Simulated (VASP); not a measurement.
Runs of VASP 6.6.1 on SiO2 (Stishovite). It takes space group P4_2/mnm (No. 136, tetragonal). Conventional cell: a = 4.177 Å, b = 4.177 Å, c = 2.665 Å, α = 90.00°, β = 90.00°, γ = 90.00°. Si (site symmetry mmm) has 6 O at 1.76 to 1.81 Å within 2.3 Å. Within 2.3 Å of O (site symmetry m2m) lie 3 Si at 1.76 to 1.81 Å and 1 O at 2.29 Å. 

| level | potentials or basis | gap on the mesh (eV) | pressure (GPa) | largest force (eV/Å) |
| --- | --- | --- | --- | --- |
| PBEsol | VASP PAW PBE potentials, release 64 (Si, O) | 5.59 | (a) | 0.09 |
| revPBE | VASP PAW PBE potentials, release 64 (Si, O) | 5.69 | 15.1 | 0.13 |
| PBE | VASP PAW PBE potentials, release 64 (Si, O) | 5.62 | 11.4 | 0.10 |
| LDA | VASP PAW LDA potentials, release 64 (Si, O) | 5.62 | (b) | - |
| BLYP | VASP PAW PBE potentials, release 64 (Si, O) | 5.79 | 18.2 | 0.11 |

Alike in all rows: task single point; no spin polarisation; cell as given; k mesh 4 × 4 × 6; cutoff (eV) 520; smearing gaussian 0.01 eV.

**Question.** Estimate the missing entries.

**Answer.** (a) 5.0; (b) -2.6.

Caveats: the PAW data sets were made with another functional, which shifts forces and pressure a little (some runs).

